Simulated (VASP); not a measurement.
The system is BN.

```xyz
8
Lattice="2.5613 0.0365 0.0154 -1.2490 2.2064 -0.0033 0.0506 0.0167 8.2935" Properties=species:S:1:pos:R:3 pbc="T T T"
B     0.0036   -0.0394    0.0122
B     0.0317    1.4554    2.0797
B     0.0047    0.0231    4.1612
B     1.2661    0.7393    6.1917
N    -0.0160    0.0216    1.5707
N     0.0472    1.4846    3.6209
N     0.0305    0.0644    5.6443
N     1.3338    0.7967    7.8246
```

| Property | Result |
| --- | --- |
| Program | VASP 6.6.1 |
| Task | relaxation of cell and atoms |
| Functional | PBEsol |
| Potentials or basis | VASP PAW PBE potentials, release 64 (B, N) |
| Cutoff | 600 eV |
| k mesh | 9 × 9 × 2 |
| Occupations | fermi-dirac, width 0.05 eV |
| Spin | no spin polarisation |

At the start: pressure -0.2 GPa; volume 5.91 Å³/atom.

Question: How do energy, volume and symmetry change on relaxing?

Answer: Over 18 steps the energy falls by 51.6 meV/atom and the volume is 5.87 Å³/atom (-0.6 %); space group P1 (No. 1, to 0.1 Å) before, P6_3mc (No. 186, to 0.1 Å).

The path:
| step | energy change (eV) | largest force (eV/Å) | pressure (GPa) | volume (Å³) |
| --- | --- | --- | --- | --- |
| 1 | 0.0000 | 2.9298 | -0.20 | 47.24 |
| 2 | 0.3124 | 3.9003 | 2.01 | 47.16 |
| 3 | -0.3561 | 1.0406 | -1.87 | 47.22 |
| 4 | -0.3579 | 0.9737 | 1.67 | 46.79 |
| 5 | -0.4015 | 0.3862 | -0.25 | 47.00 |
| 6 | -0.4090 | 0.2167 | 0.44 | 46.92 |
| 7 | -0.4096 | 0.1403 | 0.28 | 46.93 |
| 8 | -0.4113 | 0.0794 | -0.04 | 46.97 |
| 9 | -0.4114 | 0.0846 | -0.08 | 46.98 |
| 10 | -0.4119 | 0.0916 | -0.09 | 46.98 |
| 11 | -0.4119 | 0.0725 | -0.09 | 46.98 |
| 12 | -0.4123 | 0.0346 | 0.04 | 46.96 |
| 13 | -0.4123 | 0.0366 | 0.06 | 46.96 |
| 14 | -0.4124 | 0.0209 | 0.02 | 46.97 |
| 15 | -0.4124 | 0.0218 | 0.02 | 46.97 |
| 16 | -0.4124 | 0.0174 | -0.02 | 46.97 |
| 17 | -0.4124 | 0.0146 | -0.02 | 46.97 |
| 18 | -0.4125 | 0.0077 | -0.01 | 46.97 |

Final structure:
```
B N
1.0
     2.54594   -0.00007   -0.00007
    -1.27311    2.20479    0.00004
    -0.00067   -0.00023    8.36777
B N
4 4
Direct
  0.99440 0.99989 0.00013
  0.32789 0.66650 0.24944
  0.99443 0.00000 0.50009
  0.66123 0.33336 0.74943
  0.99460 0.99988 0.18672
  0.32781 0.66672 0.43763
  0.99449 0.99996 0.68668
  0.66106 0.33322 0.93762
```

Where two steps share one volume, the run began anew on that cell with a basis built for it.

Caveat: the PAW data sets were made with another functional, which shifts forces and pressure a little.
